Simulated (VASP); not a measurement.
A run of VASP 6.6.1 is set up as follows.

Contents of INCAR:

```
SYSTEM = Zn6S5
PREC = Accurate
ENCUT = 520
EDIFF = 1E-7
ISMEAR = 0
SIGMA = 0.01
LREAL = .False.
LASPH = .True.
NELM = 60
ALGO = Normal
ISIF = 2
LWAVE = .False.
LCHARG = .False.
GGA = PE
NBANDS = 62
```

File KPOINTS:

```
Automatic mesh
0
Gamma
  2 2 2
  0 0 0
```

The input POSCAR:

```
Zn6S5
1.0
    0.0000000000      0.0000000000     -6.3046430411
   -5.7661004008     -3.3290596185      0.0000000000
    0.0000000001      6.6581192371      0.0000000000
Zn S
6 5
Direct
    0.9488697560      0.6666666667      0.6666666667
    1.0070353149      1.0000000000      0.3333333333
    1.0070353149      0.3333333333      1.0000000000
    0.5108990421      0.3683689682      0.3683689682
    0.5108990421      0.6666666667      0.9649643652
    0.5108990421      0.9649643652      0.6666666667
    0.6262850032      1.0000000000      0.3333333333
    0.6262850032      0.3333333333      1.0000000000
    0.1255086026      0.3444020143      0.3444020143
    0.1255086026      0.6666666667      0.9889313190
    0.1255086026      0.9889313190      0.6666666667
```

Potentials or basis: VASP PAW PBE potentials, release 64 (Zn, S).

Command:

```bash
$ cat potpaw_PBE.64/Zn/POTCAR potpaw_PBE.64/S/POTCAR > POTCAR
$ mpirun -np 1 vasp_std > vasp.out
```

Estimate the pressure.

-4.7 GPa.

What does it give for the band gap on the k mesh?

1.78 eV.

Predict the largest force.

0.034 eV/Å.

Forces on the atoms (eV/Å):
```
Zn   0.000  0.000  0.034
Zn   0.000  0.000 -0.005
Zn   0.000  0.000 -0.005
Zn  -0.003  0.002 -0.003
Zn   0.000 -0.003 -0.003
Zn   0.003  0.002 -0.003
S    0.000  0.000  0.004
S    0.000  0.000  0.004
S    0.004 -0.002 -0.008
S    0.000  0.004 -0.008
S   -0.004 -0.002 -0.008
```

Caveat: the k points lie up to 0.54 Å⁻¹ apart; the cell differs from its parent crystal (atoms taken out, then relaxed in part).
